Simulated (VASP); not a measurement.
Ta2N:

```
CELL_PARAMETERS angstrom
3.11286 0.00000 0.00000
-1.55643 2.69582 0.00000
0.00000 0.00000 4.86984
ATOMIC_POSITIONS crystal
Ta 0.33333 0.66667 0.25471
Ta 0.66667 0.33333 0.74529
N 0.00000 0.00000 0.00000
```

| Quantity | Value |
| --- | --- |
| Program | VASP 6.6.1 |
| Task | relaxation of cell and atoms |
| Functional | PBEsol |
| Potentials or basis | VASP PAW PBE potentials, release 64 (Ta_pv, N) |
| Cutoff | 600 eV |
| k mesh | 10 × 10 × 6 |
| Occupations | fermi-dirac, width 0.05 eV |
| Spin | no spin polarisation |
| Hubbard terms | Ta d U = 6.0 eV |

At the start: pressure 8.8 GPa; volume 13.62 Å³/atom.

Problem. How do energy, volume and symmetry change on relaxing?

Solution. Over 10 steps the energy falls by 19.3 meV/atom and the volume is 14.00 Å³/atom (+2.8 %); space group P-3m1 (No. 164, to 0.1 Å) before and after.

The path:
| step | energy change (eV) | largest force (eV/Å) | pressure (GPa) | volume (Å³) |
| --- | --- | --- | --- | --- |
| 1 | 0.0000 | 0.5235 | 8.77 | 40.87 |
| 2 | 0.1611 | 0.5244 | -18.47 | 45.43 |
| 3 | -0.0440 | 0.1232 | -1.29 | 42.25 |
| 4 | -0.0440 | 0.1334 | -1.06 | 42.21 |
| 5 | -0.0569 | 0.0269 | -0.32 | 42.05 |
| 6 | -0.0579 | 0.0059 | -0.03 | 41.99 |
| 7 | -0.0580 | 0.0117 | 0.04 | 41.98 |
| 8 | -0.0580 | 0.0144 | 0.06 | 41.98 |
| 9 | -0.0580 | 0.0001 | -0.09 | 42.00 |
| 10 | -0.0580 | 0.0033 | -0.07 | 42.00 |

Final structure:
```
CELL_PARAMETERS angstrom
3.10362 0.00000 0.00000
-1.55181 2.68781 0.00000
0.00000 0.00000 5.03450
ATOMIC_POSITIONS crystal
Ta 0.33333 0.66667 0.25850
Ta 0.66667 0.33333 0.74150
N 0.00000 0.00000 0.00000
```

Caveat: the PAW data sets were made with another functional, which shifts forces and pressure a little; U without spin polarisation on a metal has little footing.
